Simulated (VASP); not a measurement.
Runs of VASP 6.6.1 on Pt. The structure is that of space group Fm-3m (No. 225), or close to it. The cells are those of the table. 

```tsv
task	cell	k mesh	smearing	gap on the mesh (eV)	pressure (GPa)
single point	a = 2.483 Å, angles 60.0°, 1 atom	10 × 10 × 10	gaussian 0.1 eV	none	242.9
relaxation of cell and atoms	relaxed to 241 GPa from a = 2.483 Å, angles 60.0°, 1 atom	20 × 20 × 20	fermi-dirac 0.1 eV	none	241.0
single point	a = 2.483 Å, angles 60.0°, 1 atom	20 × 20 × 20	fermi-dirac 0.1 eV	none	242.0
relaxation of cell and atoms	relaxed to 241 GPa from a = 2.483 Å, angles 60.0°, 1 atom	10 × 10 × 10	gaussian 0.1 eV	none	241.0
single point	a = 2.483 Å, angles 60.0°, 1 atom	8 × 8 × 8	gaussian 0.1 eV	none	(a)
```

Alike in all rows: level PBE; potentials or basis VASP PAW PBE potentials, release 64 (Pt); no spin polarisation; cutoff (eV) 500.

Q: Fill in the values left out.

A: (a) 241.9.

Caveats: some runs use coarse meshes; spin-orbit coupling is left out, which moves the levels of the heavy elements; the cell stands under pressure (at least some runs); the cell is relaxed towards a set pressure, so the run minimises the enthalpy, not the energy (at least some runs).

A k mesh can miss the band edges, and the runs leave out spin-orbit coupling on Pt.

A gap of «none» marks levels without a gap at the run's occupations.
